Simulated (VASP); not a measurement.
# Cl (P1) in VASP: notebook

Aim: see how the results for Cl move with the level of theory and the settings. Levels: PBEsol, r2SCAN. Tasks: single point.

Everything below comes from runs of VASP 6.6.1. Logs are shortened: lines on timing, memory, paths and dates and some standing lists are left out, and cuts for length are marked.

## Step 1: The cell of the first run

The typed cell holds 16 atoms: a = 7.471 Å, b = 7.471 Å, c = 8.193 Å, α = 90.00°, β = 90.00°, γ = 65.42°.

## Step 2: Single point, PBEsol

The input, INCAR:

```
SYSTEM = Cl
PREC = Accurate
ENCUT = 400
EDIFF = 1E-6
ISMEAR = -1
SIGMA = 0.039
LREAL = .False.
LASPH = .True.
NELM = 120
ALGO = Normal
ISIF = 2
LWAVE = .False.
LCHARG = .False.
GGA = PS
NBANDS = 70
GGA_COMPAT = .False.
```

The input, KPOINTS:

```
regular mesh
0
Gamma
  2 2 2
  0 0 0
```

The input, POSCAR:

```
Cl
1.0
    6.2863440000     -4.0375290000      0.0000000000
    6.2863440000      4.0375290000      0.0000000000
    0.0000000000      0.0000000000      8.1933120000
Cl
16
Direct
    0.4265223344      0.1124554880      0.5953769367
    0.0634471546      0.4106610075      0.3929063119
    0.3196668262      0.1898267681      0.0869969312
    0.1995256884      0.3373074852      0.8845276489
    0.4032787029      0.5552852891      0.6159737357
    0.0346425228      0.9481718126      0.3780934987
    0.3299873194      0.6945937408      0.1090668828
    0.1743917359      0.8291223893      0.9050667178
    0.9259373093      0.0584760477      0.6066181783
    0.5842690999      0.4092853413      0.4215256297
    0.7999555543      0.2101628866      0.1170020133
    0.7248429347      0.2712813627      0.8783079419
    0.9192270288      0.5811789305      0.5782495528
    0.5726545831      0.9318217866      0.4022973860
    0.8414966306      0.6855804749      0.1153271107
    0.6707160877      0.8084223432      0.9139349264
```

Potentials or basis: VASP PAW PBE potentials, release 64 (Cl).

Launch:

```bash
$ cat potpaw_PBE.64/Cl/POTCAR > POTCAR
$ mpirun -np 1 vasp_std > vasp.out
```

OUTCAR:

```text
SYSTEM = Cl
   PREC = Accurate
   ENCUT = 400
   EDIFF = 1E-6
   ISMEAR = -1
   LREAL = .False.
   LASPH = .True.
   NELM = 120
   ISIF = 2
   GGA = PS

 ion  position               nearest neighbor table
   1  0.427  0.112  0.595-  14 2.07
   2  0.063  0.411  0.393-  13 1.99
   3  0.320  0.190  0.087-   4 1.99
   4  0.200  0.337  0.885-   3 1.99
   5  0.403  0.555  0.616-  10 2.08
   6  0.035  0.948  0.378-   9 2.07
[... 8 lines left out ...]
  15  0.841  0.686  0.115-  16 2.05
  16  0.671  0.808  0.914-  15 2.05

  LATTYP: Found a base centered orthorhombic cell.
 ALAT       =     8.0750580000
 B/A-ratio  =     1.5569780428
 C/A-ratio  =     1.0146443530

  Lattice vectors:

 A1 = (  -6.2863440000,  -4.0375290000,   0.0000000000)
 A2 = (   6.2863440000,  -4.0375290000,   0.0000000000)
 A3 = (   0.0000000000,   0.0000000000,   8.1933120000)

Analysis of symmetry for initial positions (statically):
=====================================================================
 Subroutine PRICEL returns:
 Original cell was already a primitive cell.

 Routine SETGRP: Setting up the symmetry group for a
 base centered orthorhombic supercell.

 Subroutine GETGRP returns: Found  1 space group operations
 (whereof  1 operations were pure point group operations)
 out of a pool of  8 trial point group operations.

The static configuration has the point symmetry C_1 .

Analysis of symmetry for dynamics (positions and initial velocities):
=====================================================================
 Subroutine PRICEL returns:
 Original cell was already a primitive cell.

 Routine SETGRP: Setting up the symmetry group for a
 base centered orthorhombic supercell.

 Subroutine GETGRP returns: Found  1 space group operations
 (whereof  1 operations were pure point group operations)
 out of a pool of  8 trial point group operations.

The dynamic configuration has the point symmetry C_1 .

 Subroutine INISYM returns: Found  1 space group operations
 (whereof  1 operations are pure point group operations),
 and found     1 'primitive' translations

----------------------------------------------------------------------------------------

                                     Primitive cell

  volume of cell :     415.9138

  direct lattice vectors                    reciprocal lattice vectors
     6.286344000 -4.037529000  0.000000000     0.079537486 -0.123838120  0.000000000
     6.286344000  4.037529000  0.000000000     0.079537486  0.123838120  0.000000000
     0.000000000  0.000000000  8.193312000     0.000000000  0.000000000  0.122050765

  length of vectors
     7.471262364  7.471262364  8.193312000     0.147180473  0.147180473  0.122050765

  position of ions in fractional coordinates (direct lattice)
     0.426522334  0.112455488  0.595376937
     0.063447155  0.410661008  0.392906312
     0.319666826  0.189826768  0.086996931
     0.199525688  0.337307485  0.884527649
     0.403278703  0.555285289  0.615973736
     0.034642523  0.948171813  0.378093499
[... 8 lines left out ...]
     0.841496631  0.685580475  0.115327111
     0.670716088  0.808422343  0.913934926

  ion indices of the primitive-cell ions
   primitive index   ion index
                 1           1
                 2           2
                 3           3
                 4           4
                 5           5
                 6           6
[... 8 lines left out ...]
                15          15
                16          16

----------------------------------------------------------------------------------------

 KPOINTS: regular mesh

Automatic generation of k-mesh.
 Grid dimensions read from file:
 generate k-points for:    2    2    2

 Generating k-lattice:

  Cartesian coordinates                     Fractional coordinates (reciprocal lattice)
     0.039768743 -0.061919060  0.000000000     0.500000000  0.000000000  0.000000000
     0.039768743  0.061919060  0.000000000     0.000000000  0.500000000  0.000000000
     0.000000000  0.000000000  0.061025383     0.000000000  0.000000000  0.500000000

[... 44 lines left out ...]
 non-spin polarized calculation
  energy-cutoff  :      400.00
  volume of cell :      415.91
 maximum number of plane-waves:      7590
 NGX is ok and might be reduce to    50
   NGX = 25   NGY = 25   NGZ = 27

 number of electron     112.0000018 magnetization

 Free energy of the ion-electron system (eV)
  ---------------------------------------------------
  ext. energy  EPLUGINS =         0.00000000
  ---------------------------------------------------
  free energy    TOTEN  =       -31.39448465 eV

  energy without entropy =      -31.39448465  energy(sigma->0) =      -31.39448465

 E-fermi :   1.3015     XC(G=0):  -8.4582

 val. band max:        0.5528385282   @ k =   0.0000   0.0000   0.5000
 cond. band min:       2.0748466731   @ k =   0.0000   0.0000   0.0000
 fundamental gap:      1.5220081450
 Fermi energy:         1.3015331430

 k-point     1 :       0.0000    0.0000    0.0000
  band No.  band energies     occupation
      1     -16.6654      2.00000
      2     -16.4870      2.00000
      3     -16.3528      2.00000
      4     -16.1252      2.00000
      5     -15.9369      2.00000
      6     -15.8948      2.00000
[... 60 lines left out ...]
     67       8.1505      0.00000
     68       8.2315      0.00000

 k-point     2 :       0.5000    0.0000    0.0000
  band No.  band energies     occupation
      1     -16.6120      2.00000
      2     -16.5014      2.00000
      3     -16.3556      2.00000
      4     -16.1378      2.00000
      5     -15.9541      2.00000
      6     -15.8937      2.00000
[... 60 lines left out ...]
     67       8.3845      0.00000
     68       8.5261      0.00000

 k-point     3 :       0.0000    0.5000    0.0000
  band No.  band energies     occupation
      1     -16.6172      2.00000
      2     -16.4906      2.00000
      3     -16.3463      2.00000
      4     -16.1755      2.00000
      5     -15.9374      2.00000
      6     -15.9069      2.00000
[... 344 lines left out ...]
     67       8.3973      0.00000
     68       8.6006      0.00000

 k-point     8 :       0.5000    0.5000    0.5000
  band No.  band energies     occupation
      1     -16.5590      2.00000
      2     -16.5315      2.00000
      3     -16.3189      2.00000
      4     -16.1145      2.00000
      5     -16.0084      2.00000
      6     -15.9509      2.00000
[... 60 lines left out ...]
     67       8.9501      0.00000
     68       9.2213      0.00000
 [bands above 68 left out]

------------------------ aborting loop because EDIFF is reached ----------------------------------------

  FORCE on cell =-STRESS in cart. coord.  units (eV):
  Direction    XX          YY          ZZ          XY          YZ          ZX
  --------------------------------------------------------------------------------------
  -------------------------------------------------------------------------------------
  Total        2.4414216     -0.7115420     -6.4161815      0.3599473     -1.9067048     -0.4981513
  in kB        9.4048112     -2.7409925    -24.7163274      1.3865840     -7.3449824     -1.9189717
  external PRESSURE =      -6.0175029 kB  Pullay stress =       0.0000000 kB

 VOLUME and BASIS-vectors are now :
 -----------------------------------------------------------------------------
  energy-cutoff  :      400.00
  volume of cell :      415.91
      direct lattice vectors                 reciprocal lattice vectors
     6.286344000 -4.037529000  0.000000000     0.079537486 -0.123838120  0.000000000
     6.286344000  4.037529000  0.000000000     0.079537486  0.123838120  0.000000000
     0.000000000  0.000000000  8.193312000     0.000000000  0.000000000  0.122050765

 POSITION                                       TOTAL-FORCE (eV/Angst)
 -----------------------------------------------------------------------------------
      3.38820     -1.26805      4.87811        -0.431612     -0.926682     -0.257481
      2.98041      1.40189      3.21920         0.121042      0.315442     -0.418103
      3.20285     -0.52423      0.71279         0.006095      0.025506      0.336163
      3.37472      0.55630      7.24721        -0.072491      0.059016     -0.231416
      6.02586      0.61373      5.04687         0.398698     -0.650624     -0.727284
      6.17831      3.68840      3.09784         0.091460      0.281902      0.802190
[... 8 lines left out ...]
      9.59973     -0.62952      0.94491        -0.318965      0.489404     -0.484430
      9.29837      0.55599      7.48815         0.269195     -0.596548      0.369229
 -----------------------------------------------------------------------------------
    total drift:                               -0.000032      0.000442     -0.000478

  FREE ENERGIE OF THE ION-ELECTRON SYSTEM (eV)
  ---------------------------------------------------
  free  energy   TOTEN  =       -31.3944846534 eV

  energy  without entropy=      -31.3944846511  energy(sigma->0) =      -31.39448465
```

Run time: 2.7 min. Hardware: 1 thread of Intel Xeon 6975P-C (Granite Rapids), shared host; peak memory 0.38 GiB.

What came out:

| Quantity | Value |
| --- | --- |
| Free energy | -31.3945 eV |
| Pressure | -0.6 GPa |
| Largest force | 1.218 eV/Å |
| Band gap on the k mesh | 1.52 eV (least direct gap 1.58 eV) |

Forces on the atoms (eV/Å):
```
Cl  -0.432 -0.927 -0.257
Cl   0.121  0.315 -0.418
Cl   0.006  0.026  0.336
Cl  -0.072  0.059 -0.231
Cl   0.399 -0.651 -0.727
Cl   0.091  0.282  0.802
Cl  -0.174  0.439 -0.482
Cl   0.096 -0.482  0.334
Cl   0.044 -0.615 -0.342
Cl  -0.056  1.165  0.349
Cl  -0.054 -0.287 -0.505
Cl   0.055  0.208  0.470
Cl  -0.042 -0.311  0.457
Cl   0.067  0.886  0.330
Cl  -0.319  0.489 -0.484
Cl   0.269 -0.597  0.369
```

Levels at points of the mesh, in eV from the valence-band top:
```
           k point  band 54  band 55  band 56  band 57  band 58  band 59
(0.00, 0.00, 0.00)    -0.36    -0.33    -0.28     1.52     2.00     2.19
(0.50, 0.00, 0.00)    -0.47    -0.44    -0.37     1.59     1.98     2.00
(0.00, 0.50, 0.00)    -0.46    -0.44    -0.37     1.59     1.97     2.02
(0.50, 0.50, 0.00)    -0.45    -0.36    -0.33     1.55     2.05     2.23
(0.00, 0.00, 0.50)    -0.32    -0.19     0.00     1.58     1.90     2.07
(0.50, 0.00, 0.50)    -0.49    -0.43    -0.35     1.63     2.06     2.13
(0.00, 0.50, 0.50)    -0.47    -0.45    -0.38     1.62     2.03     2.15
(0.50, 0.50, 0.50)    -0.35    -0.28    -0.06     1.60     1.94     2.09
```

Caveat: the k points lie up to 0.46 Å⁻¹ apart; the atoms stand as in a frame of molecular dynamics; this functional lacks dispersion, which holds the molecules together, so the pressure and a relaxed volume are unreliable; the PAW data sets were made with another functional, which shifts forces and pressure a little.

## Step 3: Single point, PBEsol

This run uses another cell than the first one, of 26.37 Å³/atom.

The input, INCAR:

```
ALGO = Normal
EDIFF = 1E-6
ENCUT = 400
GGA = PS
GGA_COMPAT = False
ISIF = 2
ISMEAR = -1
LASPH = True
LCHARG = False
LREAL = False
LWAVE = False
NBANDS = 70
NELM = 120
PREC = Accurate
SIGMA = 0.039
```

The input, KPOINTS:

```
k-points
0
Gamma
  2 2 2
```

The input, POSCAR:

```
Cl
1.0
    6.3165400000     -4.0569230000      0.0000000000
    6.3165400000      4.0569230000      0.0000000000
    0.0000000000      0.0000000000      8.2326680000
Cl
16
Direct
    0.4306528426      0.1088399810      0.5860831507
    0.0534375290      0.4167705279      0.3835710368
    0.3258349468      0.1897968706      0.0832162793
    0.1936602956      0.3535612846      0.8777086602
    0.3963895146      0.5576772688      0.6111086953
    0.0211967052      0.9504189261      0.3794694502
    0.3286048680      0.6951521256      0.1092084607
    0.1743229292      0.8252029188      0.9158838909
    0.9334002648      0.0397779308      0.6028153935
    0.5673455911      0.4209950195      0.4315429700
    0.8160635501      0.1842329730      0.1153166871
    0.7436460238      0.2544397953      0.8761612882
    0.9125654394      0.5962688274      0.5718237393
    0.5517694733      0.9355332272      0.4050332164
    0.8452444773      0.6922561164      0.1110376369
    0.6821852817      0.7968192050      0.9129935763
```

Potentials or basis: VASP PAW PBE potentials, release 64 (Cl).

Launch:

```bash
$ cat potpaw_PBE.64/Cl/POTCAR > POTCAR
$ mpirun -np 1 vasp_std > vasp.out
```

Wall time 2.1 min (1 thread of Intel Xeon 6975P-C (Granite Rapids), shared host); peak memory 0.38 GiB.

It converged, with:

| Item | Value |
| --- | --- |
| Free energy | -31.3612 eV |
| Pressure | 0.8 GPa |
| Largest force | 1.330 eV/Å |
| Band gap on the k mesh | 1.79 eV (least direct gap 1.83 eV) |

Forces in eV/Å, atoms in the order of the input:
```
Cl  -0.153  0.500  1.223
Cl   0.210  0.576  0.261
Cl   0.088  0.772 -0.663
Cl  -0.216 -0.734  0.829
Cl   0.125  0.567  0.745
Cl   0.086 -0.253 -0.481
Cl  -0.075 -0.214  0.355
Cl   0.099  0.077 -0.547
Cl   0.084  0.174  0.732
Cl   0.228 -0.318 -1.060
Cl  -0.012 -0.002 -0.596
Cl   0.037  0.086  0.654
Cl  -0.188 -0.810 -0.054
Cl  -0.153 -0.362 -1.235
Cl  -0.294  0.004  0.089
Cl   0.134 -0.064 -0.253
```

Stress tensor (GPa, compression positive):
```
 0.92  0.01 -0.05
 0.01  1.11  0.96
-0.05  0.96  0.38
```

Levels at points of the mesh, in eV from the valence-band top:
```
           k point  band 53  band 54  band 55  band 56  band 57  band 58  band 59  band 60
(0.00, 0.00, 0.00)    -0.40    -0.34    -0.27    -0.21     1.85     1.95     2.20     2.64
(0.50, 0.00, 0.00)    -0.45    -0.41    -0.34    -0.27     1.79     1.91     2.13     2.60
(0.00, 0.50, 0.00)    -0.41    -0.40    -0.38    -0.27     1.80     1.91     2.14     2.59
(0.50, 0.50, 0.00)    -0.49    -0.36    -0.31    -0.22     1.91     1.93     2.21     2.67
(0.00, 0.00, 0.50)    -0.34    -0.32    -0.15     0.00     1.83     2.00     2.07     2.43
(0.50, 0.00, 0.50)    -0.43    -0.41    -0.35    -0.25     1.87     2.05     2.13     2.48
(0.00, 0.50, 0.50)    -0.42    -0.38    -0.34    -0.30     1.89     2.05     2.13     2.46
(0.50, 0.50, 0.50)    -0.38    -0.31    -0.25    -0.06     1.84     2.03     2.08     2.46
```

Caveat: the k points lie up to 0.46 Å⁻¹ apart; the atoms stand as in a frame of molecular dynamics; this functional lacks dispersion, which holds the molecules together, so the pressure and a relaxed volume are unreliable; the PAW data sets were made with another functional, which shifts forces and pressure a little. A k mesh can miss the band edges.

## Step 4: Single point, r2SCAN

This run uses another cell than the first one, of 25.55 Å³/atom.

The input, POSCAR:

```
Cl
1.0
    6.2504734117     -4.0144901941      0.0000000000
    6.2504734117      4.0144901941      0.0000000000
    0.0000000000      0.0000000000      8.1465601234
Cl
16
Direct
    0.4675048876      0.0892087836      0.6105353578
    0.0505669578      0.4250242182      0.3810643944
    0.2693734318      0.2079212951      0.1128049123
    0.2160397407      0.2925254176      0.8805121292
    0.4694538304      0.5528554539      0.6101895677
    0.0659218148      0.9617952199      0.4183624681
    0.2892871971      0.6989177904      0.0962039177
    0.1777923174      0.8092226803      0.8887975895
    0.9367647652      0.0538773178      0.6267473538
    0.5507307420      0.4397054366      0.3826179336
    0.8326900139      0.1914148144      0.1030357583
    0.6866829047      0.2877901630      0.8961916305
    0.9274420071      0.5361442522      0.6071023751
    0.5574806811      0.9502558341      0.4033454550
    0.8238652851      0.6778659249      0.0948149880
    0.6784033318      0.8254755556      0.8876741705
```

The input, INCAR.step1:

```
ALGO = Normal
EDIFF = 1E-5
ENCUT = 440
GGA = PE
GGA_COMPAT = False
ISMEAR = -1
LASPH = True
LCHARG = False
LREAL = False
LWAVE = True
NBANDS = 70
NELM = 120
PREC = Accurate
SIGMA = 0.146
```

The input, INCAR.step2:

```
ALGO = Normal
EDIFF = 1E-6
ENCUT = 440
GGA_COMPAT = False
ISIF = 2
ISMEAR = -1
ISTART = 1
LASPH = True
LCHARG = False
LMIXTAU = True
LREAL = False
LWAVE = False
METAGGA = R2SCAN
NBANDS = 70
NELM = 120
PREC = Accurate
SIGMA = 0.146
```

KPOINTS is that of step 3.

Launch:

```bash
$ cat potpaw_PBE.64/Cl/POTCAR > POTCAR
$ cp INCAR.step1 INCAR
$ mpirun -np 1 vasp_std > vasp.out
$ cp INCAR.step2 INCAR
$ mpirun -np 1 vasp_std > vasp.out
```

Run time: 11 min. Hardware: 1 thread of Intel Xeon 6975P-C (Granite Rapids), shared host; peak memory 0.45 GiB.

The run converged. Its results:

* Free energy: -97.6136 eV
* Pressure: 2.1 GPa
* Largest force: 2.025 eV/Å
* Band gap on the k mesh: 2.22 eV (least direct gap 2.27 eV)

Forces in eV/Å, atoms in the order of the input:
```
Cl  -0.272  0.356  0.665
Cl   0.135  0.486  0.803
Cl   0.271 -0.476  0.030
Cl  -0.134  0.429  0.133
Cl  -0.231  0.170 -0.484
Cl  -0.044 -0.852 -1.340
Cl   0.089 -1.016  1.750
Cl   0.032  0.792 -1.531
Cl  -0.030  0.674  0.854
Cl   0.177  0.053  0.522
Cl  -0.265 -0.089  0.486
Cl   0.189  0.315 -0.275
Cl   0.300 -0.337 -0.851
Cl  -0.033 -0.536 -0.884
Cl  -0.091  0.498 -0.482
Cl  -0.092 -0.467  0.604
```

Stress tensor (GPa, compression positive):
```
 1.29 -0.17 -0.01
-0.17  1.87 -0.21
-0.01 -0.21  3.27
```

Levels at points of the mesh, in eV from the valence-band top:
```csv
k point,band 53,band 54,band 55,band 56,band 57,band 58,band 59,band 60
"(0.00, 0.00, 0.00)",-0.32,-0.29,-0.17,-0.05,2.22,2.66,2.89,3.13
"(0.50, 0.00, 0.00)",-0.38,-0.26,-0.22,-0.16,2.34,2.66,2.75,3.11
"(0.00, 0.50, 0.00)",-0.34,-0.25,-0.24,-0.17,2.33,2.69,2.71,3.12
"(0.50, 0.50, 0.00)",-0.36,-0.32,-0.29,-0.13,2.27,2.69,2.90,3.14
"(0.00, 0.00, 0.50)",-0.20,-0.12,-0.09,0.00,2.30,2.63,2.67,2.90
"(0.50, 0.00, 0.50)",-0.36,-0.29,-0.26,-0.18,2.35,2.71,2.72,3.00
"(0.00, 0.50, 0.50)",-0.34,-0.28,-0.22,-0.18,2.35,2.71,2.73,3.00
"(0.50, 0.50, 0.50)",-0.38,-0.33,-0.28,-0.16,2.32,2.67,2.68,2.93
```

Caveat: the k points lie up to 0.47 Å⁻¹ apart; the atoms stand as in a frame of molecular dynamics; the PAW data sets were made with another functional, which shifts forces and pressure a little. A k mesh can miss the band edges.

## Step 5: The runs side by side

| level | cell | cutoff (eV) | smearing | gap on the mesh (eV) | pressure (GPa) | largest force (eV/Å) |
| --- | --- | --- | --- | --- | --- | --- |
| PBEsol | a = 7.471, b = 7.471, c = 8.193 Å, angles 90.0, 90.0, 65.4°, 16 atoms, atomic positions A | 400 | fermi-dirac 0.039 eV | 1.52 | -0.6 | 1.22 |
| PBEsol | a = 7.507, b = 7.507, c = 8.233 Å, angles 90.0, 90.0, 65.4°, 16 atoms, atomic positions B | 400 | fermi-dirac 0.039 eV | 1.79 | 0.8 | 1.33 |
| r2SCAN | a = 7.429, b = 7.429, c = 8.147 Å, angles 90.0, 90.0, 65.4°, 16 atoms, atomic positions C | 440 | fermi-dirac 0.146 eV | 2.22 | 2.1 | 2.03 |

Alike in all rows: task single point; potentials or basis VASP PAW PBE potentials, release 64 (Cl); no spin polarisation; k mesh 2 × 2 × 2.

Caveats: all runs use coarse meshes; the atoms stand as in a frame of molecular dynamics; the PAW data sets were made with another functional, which shifts forces and pressure a little; this functional lacks dispersion, which holds the molecules together, so the pressure and a relaxed volume are unreliable (at least some runs).

Total energies depend on the potentials used, so only differences within one code and one set of settings carry meaning.
